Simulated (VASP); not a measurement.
# InRu2 in VASP: further runs

Runs on InRu2. Level: PBE. Tasks: relaxation of cell and atoms, single point.

All numbers are computed with VASP 6.6.1; they aren't measurements. Logs are shortened: lines on timing, memory, paths and dates and some standing lists are left out, and cuts for length are marked.

## Step 1: The cell of the first run

The cell holds a slab with vacuum, 3 atoms: a = 2.538 Å, b = 2.538 Å, c = 12.491 Å, α = 90.00°, β = 90.00°, γ = 120.00°.

## Step 2: Relaxation of cell and atoms, PBE

INCAR

```
PREC = Accurate
ENCUT = 600
EDIFF = 1E-6
ISMEAR = 0
SIGMA = 0.1
LREAL = F
LASPH = T
NELM = 80
ALGO = Normal
ISIF = 3
LWAVE = F
LCHARG = F
GGA = PE
IBRION = 2
NSW = 90
EDIFFG = -0.04
```

KPOINTS

```
Automatic mesh
0
Gamma
  6 6 2
```

POSCAR

```
InRu2
1.0
    2.5377277700      0.0000000000      0.0000000000
   -1.2688638900      2.1977367200      0.0000000000
    0.0000000000      0.0000000000     12.4911177200
In Ru
1 2
Direct
    0.0000000000      0.0000000000      0.0000000000
    0.3333333300      0.6666666700      0.8978554600
    0.3333333300      0.6666666700      0.1021445400
```

Potentials or basis: VASP PAW PBE potentials, release 64 (In_d, Ru_pv).

Run with:

```bash
> cat potpaw_PBE.64/In_d/POTCAR potpaw_PBE.64/Ru_pv/POTCAR > POTCAR
> mpirun -np 1 vasp_std > vasp.out
```

OUTCAR:

```text
PREC = Accurate
   ENCUT = 600
   EDIFF = 1E-6
   ISMEAR = 0
   LREAL = F
   LASPH = T
   NELM = 80
   ISIF = 3
   GGA = PE
   IBRION = 2
   NSW = 90
   EDIFFG = -0.04

 ion  position               nearest neighbor table
   1  0.000  0.000  0.000-   2 1.94   3 1.94   2 1.94   3 1.94   2 1.94   3 1.94   2 3.20   3 3.20
                             2 3.20   3 3.20   2 3.20   3 3.20
   2  0.333  0.667  0.898-   1 1.94   1 1.94   1 1.94   3 2.55   1 3.20   1 3.20   1 3.20
   3  0.333  0.667  0.102-   1 1.94   1 1.94   1 1.94   2 2.55   1 3.20   1 3.20   1 3.20

  LATTYP: Found a hexagonal cell.
 ALAT       =     2.5377277700
 C/A-ratio  =     4.9221661471

  Lattice vectors:

 A1 = (   2.5377277700,   0.0000000000,   0.0000000000)
 A2 = (  -1.2688638900,   2.1977367200,   0.0000000000)
 A3 = (   0.0000000000,   0.0000000000,  12.4911177200)

Analysis of symmetry for initial positions (statically):
=====================================================================
 Subroutine PRICEL returns:
 Original cell was already a primitive cell.

 Routine SETGRP: Setting up the symmetry group for a
 hexagonal supercell.

 Subroutine GETGRP returns: Found 12 space group operations
 (whereof 12 operations were pure point group operations)
 out of a pool of 24 trial point group operations.

The static configuration has the point symmetry D_3h.

Analysis of symmetry for dynamics (positions and initial velocities):
=====================================================================
 Subroutine PRICEL returns:
 Original cell was already a primitive cell.

 Routine SETGRP: Setting up the symmetry group for a
 hexagonal supercell.

 Subroutine GETGRP returns: Found 12 space group operations
 (whereof 12 operations were pure point group operations)
 out of a pool of 24 trial point group operations.

The dynamic configuration has the point symmetry D_3h.

 Subroutine INISYM returns: Found 12 space group operations
 (whereof 12 operations are pure point group operations),
 and found     1 'primitive' translations

----------------------------------------------------------------------------------------

                                     Primitive cell

  volume of cell :      69.6662

  direct lattice vectors                    reciprocal lattice vectors
     2.537727770  0.000000000  0.000000000     0.394053299  0.227506779  0.000000000
    -1.268863890  2.197736720  0.000000000     0.000000000  0.455013556  0.000000000
     0.000000000  0.000000000 12.491117720     0.000000000  0.000000000  0.080056887

  length of vectors
     2.537727770  2.537727775 12.491117720     0.455013557  0.455013556  0.080056887

  position of ions in fractional coordinates (direct lattice)
     0.000000000  0.000000000  0.000000000
     0.333333330  0.666666670  0.897855460
     0.333333330  0.666666670  0.102144540

  ion indices of the primitive-cell ions
   primitive index   ion index
                 1           1
                 2           2
                 3           3

----------------------------------------------------------------------------------------

 KPOINTS: Automatic mesh

Automatic generation of k-mesh.
 Grid dimensions read from file:
 generate k-points for:    6    6    2

 Generating k-lattice:

  Cartesian coordinates                     Fractional coordinates (reciprocal lattice)
     0.065675550  0.037917796  0.000000000     0.166666667  0.000000000  0.000000000
     0.000000000  0.075835593  0.000000000     0.000000000  0.166666667  0.000000000
     0.000000000  0.000000000  0.040028444     0.000000000  0.000000000  0.500000000

  Length of vectors
     0.075835593  0.075835593  0.040028444

  Shift w.r.t. Gamma in fractional coordinates (k-lattice)
     0.000000000  0.000000000  0.000000000

 Subroutine IBZKPT returns following result:
 ===========================================

 Found     14 irreducible k-points:

 Following reciprocal coordinates:
            Coordinates               Weight
  0.000000  0.000000  0.000000      1.000000
  0.166667  0.000000  0.000000      6.000000
  0.333333  0.000000  0.000000      6.000000
  0.500000  0.000000  0.000000      3.000000
  0.166667  0.166667  0.000000      6.000000
  0.333333  0.166667  0.000000     12.000000
  0.333333  0.333333  0.000000      2.000000
  0.000000  0.000000  0.500000      1.000000
  0.166667  0.000000  0.500000      6.000000
  0.333333  0.000000  0.500000      6.000000
  0.500000  0.000000  0.500000      3.000000
  0.166667  0.166667  0.500000      6.000000
  0.333333  0.166667  0.500000     12.000000
  0.333333  0.333333  0.500000      2.000000
   k-points           NKPTS =     14   k-points in BZ     NKDIM =     14   number of bands    NBANDS=     24
   number of dos      NEDOS =    301   number of ions     NIONS =      3
   total plane-waves  NPLWV =  40000
   dimension x,y,z NGX =    20 NGY =   20 NGZ =  100
   dimension x,y,z NGXF=    40 NGYF=   40 NGZF=  200
   ions per type =               1   2
   NGX,Y,Z   is equivalent  to a cutoff of  13.10, 13.10, 13.31 a.u.
   NGXF,Y,Z  is equivalent  to a cutoff of  26.20, 26.20, 26.62 a.u.
 SYSTEM =  unknown system
   PREC   = accura    normal or accurate (medium, high low for compatibility)
   ISTART =      0    job   : 0-new  1-cont  2-samecut
   ICHARG =      2    charge: 1-file 2-atom 10-const
   ISPIN  =      1    spin polarized calculation?
   LNONCOLLINEAR =      F non collinear calculations
   LSORBIT =      F    spin-orbit coupling
   LASPH  =      T    aspherical Exc in radial PAW
   ENCUT  =  600.0 eV  44.10 Ry    6.64 a.u.   5.07  5.07 24.95*2*pi/ulx,y,z
   NELM   =     80;   NELMIN=  2; NELMDL= -5     # of ELM steps
   EDIFF  = 0.1E-05   stopping-criterion for ELM
   LREAL  =      F    real-space projection
   EDIFFG = -.4E-01   stopping-criterion for IOM
   NSW    =     90    number of steps for IOM
   IBRION =      2    ionic relax: 0-MD 1-quasi-New 2-CG
   NFREE  =      1    steps in history (QN), initial steepest desc. (CG)
   ISIF   =      3    stress and relaxation
   ISYM   =      2    0-nonsym 1-usesym 2-fastsym
   POTIM  = 0.5000    time-step for ionic-motion
   TEBEG  =    0.0;   TEEND  =   0.0 temperature during run
   PSTRESS=    0.0 pullay stress
   NELECT =      41.0000    total number of electrons
   NUPDOWN=      -1.0000    fix difference up-down
   EMIN   =  10.00;   EMAX   =-10.00  energy-range for DOS
   EFERMI =   0.00;   METHOD = LEGACY
   ISMEAR =     0;   SIGMA  =   0.10  broadening in eV -4-tet -1-fermi 0-gaus
   EFERMI_NEDOS =   21; number of points for ismear=-14 and -15
   IALGO  =     38    algorithm
   IMIX   =      4    mixing-type and parameters
     AMIX     =   0.40;   BMIX     =  1.00
     AMIX_MAG =   1.60;   BMIX_MAG =  1.00
  volume/ion in A,a.u.               =      23.22       156.71
  Fermi-wavevector in a.u.,A,eV,Ry     =   1.371920  2.592553 25.608402  1.882164
  Thomas-Fermi vector in A             =   2.497574
   LORBIT       =      0    0 simple, 1 ext, 2 COOP (PROOUT), +10 PAW based schemes
   GGA     = PE    functional components
   LHFCALC =     F    Hartree Fock is set to
   AEXX    =    0.0000 exact exchange contribution
   IVDW    =     0    specifies the selected vdW correction
   LEPSILON=     F    determine dielectric tensor
   LRPA    =     F    only Hartree local field effects (RPA)
 conjugate gradient relaxation of ions
 non-spin polarized calculation
 Gauss-broadening in eV      SIGMA  =   0.10
  energy-cutoff  :      600.00
  volume of cell :       69.67
 maximum number of plane-waves:      2346
   NGX = 11   NGY = 11   NGZ = 49

--------------------------------------- Ionic step        1  -------------------------------------------

 number of electron      41.0000002 magnetization

 Free energy of the ion-electron system (eV)
  ---------------------------------------------------
  ext. energy  EPLUGINS =         0.00000000
  ---------------------------------------------------
  free energy    TOTEN  =        18.27750393 eV

  energy without entropy =       18.29515018  energy(sigma->0) =       18.28632705

------------------------ aborting loop because EDIFF is reached ----------------------------------------

  FORCE on cell =-STRESS in cart. coord.  units (eV):
  Direction    XX          YY          ZZ          XY          YZ          ZX
  --------------------------------------------------------------------------------------
  -------------------------------------------------------------------------------------
  Total      102.5036183    102.5036186    117.2760197     -0.0000002      0.0000000      0.0000000
  in kB     2357.3701530   2357.3701600   2697.1046777     -0.0000054      0.0000000      0.0000000
  external PRESSURE =    2470.6149969 kB  Pullay stress =       0.0000000 kB
[... 410 lines left out ...]
     23      -8.2831      0.41099
     24      -8.2760      0.35597

------------------------ aborting loop EDIFF was not reached (unconverged)  ----------------------------

  FORCE on cell =-STRESS in cart. coord.  units (eV):
  Direction    XX          YY          ZZ          XY          YZ          ZX
  --------------------------------------------------------------------------------------
  -------------------------------------------------------------------------------------
  Total    -1696.3046959  -1696.3047073  -1540.9884152      0.0000087      0.0000000      0.0000000
  in kB    -1927.3494202  -1927.3494332  -1750.8783273      0.0000098      0.0000000      0.0000000
  external PRESSURE =   -1868.5257269 kB  Pullay stress =       0.0000000 kB
[... 443 lines left out ...]
     23       2.8599      0.19395
     24       3.3766      0.00000

[... ionic steps 4 to 19 ...]

--------------------------------------- Ionic step       20  -------------------------------------------

 number of electron      40.9999987 magnetization

------------------------ aborting loop because EDIFF is reached ----------------------------------------
[... 69 lines left out ...]
--------------------------------------- Ionic step       22  -------------------------------------------

 number of electron      40.9999984 magnetization

 Free energy of the ion-electron system (eV)
  ---------------------------------------------------
  ext. energy  EPLUGINS =         0.00000000
  ---------------------------------------------------
  free energy    TOTEN  =       -17.59773102 eV

  energy without entropy =      -17.57233539  energy(sigma->0) =      -17.58503320

 E-fermi :   5.3195     XC(G=0):  -9.5165

 val. band max:        5.2832199085   @ k =   0.3333   0.0000   0.5000
 cond. band min:       5.3393929706   @ k =   0.1667   0.1667   0.5000
 fundamental gap:      0.0561730621
 Fermi energy:         5.3194739045
[... 406 lines left out ...]
  FREE ENERGIE OF THE ION-ELECTRON SYSTEM (eV)
  ---------------------------------------------------
  free  energy   TOTEN  =       -17.5977310151 eV

  energy  without entropy=      -17.5723353904  energy(sigma->0) =      -17.58503320

 reached required accuracy - stopping structural energy minimisation
```

Run time: 6.1 min. Hardware: 1 thread of Intel Xeon 6975P-C (Granite Rapids), shared host; peak memory 0.2 GiB.

Results:

- Free energy: -17.5977 eV
- Relaxed cell: a = 2.809 Å, b = 2.809 Å, c = 10.924 Å, α = 90.00°, β = 90.00°, γ = 120.00°
- Space group after relaxing (to 0.05 Å): P-6m2 (No. 187)
- Energy gained by relaxing: 11958.4 meV/atom
- Ionic steps: 22
- Largest force after relaxing: 0.024 eV/Å

Forces in eV/Å, atoms in the order of the input:
```
In   0.000  0.000  0.000
Ru   0.000  0.000 -0.024
Ru   0.000  0.000  0.024
```

The path:
```csv
step,energy change (eV),largest force (eV/Å),pressure (GPa),volume (Å³)
1,0.0000,45.9702,247.06,69.67
2,805.5024,0.7949,-186.85,1410.11
3,-33.6371,0.9180,-11.65,103.82
4,-33.8013,0.9341,-11.37,101.77
5,-34.8163,0.7620,-2.70,84.71
6,-34.8527,0.5466,4.18,78.97
7,-34.8686,0.6413,1.25,81.12
8,-34.8687,0.6317,1.54,80.88
9,-35.1667,1.1475,-5.50,83.30
10,-35.3743,1.2383,-10.92,85.99
11,-35.3642,1.3269,-9.84,85.28
12,-35.4937,1.1593,-9.66,84.21
13,-35.6363,0.7413,-8.67,82.32
14,-35.5434,0.7197,-3.52,78.19
15,-35.6663,0.5193,-7.89,81.29
16,-35.6726,0.3697,-7.34,80.74
17,-35.7671,0.2369,-5.51,78.89
18,-35.8680,0.0726,-0.79,75.23
19,-35.8715,0.1552,0.58,74.35
20,-35.8715,0.1437,0.38,74.48
21,-35.8730,0.1130,0.30,74.53
22,-35.8752,0.0241,0.08,74.67
```

Final structure:
```xyz
3
Lattice="2.8094 0.0000 0.0000 -1.4047 2.4331 0.0000 0.0000 0.0000 10.9242" Properties=species:S:1:pos:R:3 pbc="T T T"
In   -1.4047    2.4331    0.0000
Ru    0.0000    1.6220    8.6563
Ru    0.0000    1.6220    2.2679
```

Levels at points of the mesh, in eV from the Fermi level:
```tsv
k point	band 16	band 17	band 18	band 19	band 20	band 21	band 22	band 23	band 24
(0.00, 0.00, 0.00)	-1.28	-1.28	-1.24	-1.24	-0.41	0.57	0.57	0.59	0.59
(0.50, 0.00, 0.00)	-3.07	-0.42	-0.22	-0.07	0.03	1.47	1.97	1.97	2.02
(0.00, 0.00, 0.50)	-1.28	-1.28	-1.24	-1.24	-0.13	0.57	0.57	0.59	0.59
(0.50, 0.00, 0.50)	-3.08	-0.43	-0.22	-0.06	0.03	1.49	1.97	1.97	1.99
```

Caveat: the k points lie up to 0.43 Å⁻¹ apart in the final cell; spin-orbit coupling is left out, which moves the levels of the heavy elements.

## Step 3: Single point, PBE, collinear spin, ferromagnetic start

This run uses another cell than the first one, of 30.34 Å³/atom, 1.306 times its volume.

INCAR

```
SYSTEM = InRu2
ALGO = Normal ; EDIFF = 1E-6
ENCUT = 520 ; GGA = PE
ISIF = 2 ; ISMEAR = 0
ISPIN = 2 ; LASPH = .TRUE.
LCHARG = .TRUE. ; LELF = .TRUE.
LMAXMIX = 4 ; LORBIT = 11
LREAL = .FALSE. ; LVHAR = .TRUE.
LWAVE = .FALSE. ; MAGMOM = 0 1 1
NBANDS = 32 ; NELM = 150
PREC = Accurate ; SIGMA = 0.1
```

KPOINTS

```
k-points
0
G
  6 6 2
  0 0 0
```

POSCAR

```
InRu2
1.0
    2.8068999108      0.0000000000      0.0000000000
   -1.4034499554      2.4308466287      0.0000000000
    0.0000000000      0.0000000000     13.3381553372
In Ru
1 2
Direct
    0.0000000000      0.0000000000      0.0000000000
    0.3333333333      0.6666666667      0.8296175500
    0.3333333333      0.6666666667      0.1703824500
```

Potentials or basis: VASP PAW PBE potentials, release 64 (In_d, Ru_pv).

Run with:

```bash
> cat potpaw_PBE.64/In_d/POTCAR potpaw_PBE.64/Ru_pv/POTCAR > POTCAR
> mpirun -np 1 vasp_std > vasp.out
```

OUTCAR:

```text
SYSTEM = InRu2
   EDIFF = 1E-6
   ENCUT = 520
   GGA = PE
   ISIF = 2
   ISMEAR = 0
   ISPIN = 2
   LASPH = .TRUE.
   LORBIT = 11
   LREAL = .FALSE.
   NELM = 150
   PREC = Accurate

 ion  position               nearest neighbor table
   1  0.000  0.000  0.000-   2 2.79   3 2.79   2 2.79   3 2.79   2 2.79   3 2.79
   2  0.333  0.667  0.830-   1 2.79   1 2.79   1 2.79
   3  0.333  0.667  0.170-   1 2.79   1 2.79   1 2.79

  LATTYP: Found a hexagonal cell.
 ALAT       =     2.8068999108
 C/A-ratio  =     4.7519169764

  Lattice vectors:

 A1 = (   2.8068999108,   0.0000000000,   0.0000000000)
 A2 = (  -1.4034499554,   2.4308466287,   0.0000000000)
 A3 = (   0.0000000000,   0.0000000000,  13.3381553372)

Analysis of symmetry for initial positions (statically):
=====================================================================
 Subroutine PRICEL returns:
 Original cell was already a primitive cell.

[... 684 lines left out ...]
      6     -38.3665      1.00000
[... 479 lines left out ...]
     31      13.2178      0.00000
     32      14.7640      0.00000

------------------------ aborting loop because EDIFF is reached ----------------------------------------

  FORCE on cell =-STRESS in cart. coord.  units (eV):
  Direction    XX          YY          ZZ          XY          YZ          ZX
  --------------------------------------------------------------------------------------
  -------------------------------------------------------------------------------------
  Total        0.1303825      0.1303825      0.1794075      0.0000000      0.0000000      0.0000000
  in kB        2.2953541      2.2953541      3.1584268      0.0000000      0.0000000      0.0000000
  external PRESSURE =       2.5830450 kB  Pullay stress =       0.0000000 kB

 VOLUME and BASIS-vectors are now :
 -----------------------------------------------------------------------------
  energy-cutoff  :      520.00
  volume of cell :       91.01
      direct lattice vectors                 reciprocal lattice vectors
     2.806899911  0.000000000  0.000000000     0.356264930  0.205689653  0.000000000
    -1.403449955  2.430846629  0.000000000     0.000000000  0.411379306  0.000000000
     0.000000000  0.000000000 13.338155337     0.000000000  0.000000000  0.074972886

 POSITION                                       TOTAL-FORCE (eV/Angst)
 -----------------------------------------------------------------------------------
      0.00000      0.00000      0.00000         0.000000      0.000000      0.000000
     -0.00000      1.62056     11.06557        -0.000000     -0.000000     -0.045314
     -0.00000      1.62056      2.27259        -0.000000     -0.000000      0.045314
 -----------------------------------------------------------------------------------
    total drift:                                0.000000     -0.000000     -0.000000

  FREE ENERGIE OF THE ION-ELECTRON SYSTEM (eV)
  ---------------------------------------------------
  free  energy   TOTEN  =       -17.6082094109 eV

  energy  without entropy=      -17.5937828709  energy(sigma->0) =      -17.60099614

 total charge

# of ion       s       p       d       tot
------------------------------------------
    1        0.875   0.923   9.955  11.752
    2        0.334   6.173   5.930  12.437
    3        0.334   6.173   5.930  12.437
--------------------------------------------------
tot          1.542  13.269  21.815  36.626

 magnetization (x)

# of ion       s       p       d       tot
------------------------------------------
    1        0.000  -0.005   0.004  -0.001
    2       -0.001  -0.000   0.336   0.334
    3       -0.001  -0.000   0.336   0.334
--------------------------------------------------
tot         -0.003  -0.006   0.675   0.667
```

stdout:

```text
POSCAR found type information on POSCAR InRu
 POSCAR found :  2 types and       3 ions
 scaLAPACK will be used
 LDA part: xc-table for (Slater+PW92), standard interpolation
 POSCAR, INCAR and KPOINTS ok, starting setup
 FFT: planning ... GRIDC
 FFT: planning ... GRID_SOFT
 FFT: planning ... GRID
 WAVECAR not read
 entering main loop
```

Wall time 53 s (1 thread of Intel Xeon 6975P-C (Granite Rapids), shared host); peak memory 0.3 GiB.

Results:

| Quantity | Value |
| --- | --- |
| Free energy | -17.6082 eV |
| Largest force | 0.045 eV/Å |
| Net moment | 0.68 μB per cell |
| Site moments | In -0.00; Ru +0.33 μB |
| Valence electrons inside the program's atomic spheres | In 11.75; Ru 12.44 |

Forces on the atoms (eV/Å):
```
In   0.000  0.000  0.000
Ru   0.000  0.000 -0.045
Ru   0.000  0.000  0.045
```

Caveat: the k points lie up to 0.43 Å⁻¹ apart; spin-orbit coupling is left out, which moves the levels of the heavy elements.

(Part 1 of 2 ends here.)
